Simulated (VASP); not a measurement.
Runs of VASP 6.6.1 on InP. The structure is that of space group F-43m (No. 216), or close to it. The cells are those of the table. 

```tsv
cell	gap on the mesh (eV)	pressure (GPa)
a = 4.176, b = 4.176, c = 4.207 Å, angles 59.8, 59.8, 60.5°, 2 atoms	(b)	-0.5
a = 4.176, b = 4.176, c = 4.082 Å, angles 60.7, 60.7, 58.5°, 2 atoms	1.08	1.6
a = 4.207, b = 4.207, c = 4.269 Å, angles 59.5, 59.5, 61.0°, 2 atoms	(a)	-2.4
a = 4.207, b = 4.207, c = 4.144 Å, angles 60.5, 60.5, 59.0°, 2 atoms	0.94	-0.5
a = 4.176, b = 4.176, c = 4.144 Å, angles 60.2, 60.2, 59.5°, 2 atoms	1.06	0.5
a = 4.238, b = 4.238, c = 4.269 Å, angles 59.8, 59.8, 60.5°, 2 atoms	0.69	(d)
a = 4.145, b = 4.145, c = 4.082 Å, angles 60.5, 60.5, 59.0°, 2 atoms	1.20	2.7
a = 4.238, b = 4.238, c = 4.207 Å, angles 60.2, 60.2, 59.5°, 2 atoms	(c)	-2.4
```

Alike in all rows: task single point; level r2SCAN; potentials or basis VASP PAW PBE potentials, release 64 (In_d, P); no spin polarisation; k mesh 8 × 8 × 8; cutoff (eV) 520; smearing gaussian 0.05 eV.

Estimate the missing entries.

(a) 0.73; (b) 0.95; (c) 0.80; (d) -3.2.

Caveats: the PAW data sets were made with another functional, which shifts forces and pressure a little; spin-orbit coupling is left out, which moves the levels of the heavy elements.

A k mesh can miss the band edges, and the runs leave out spin-orbit coupling on In.
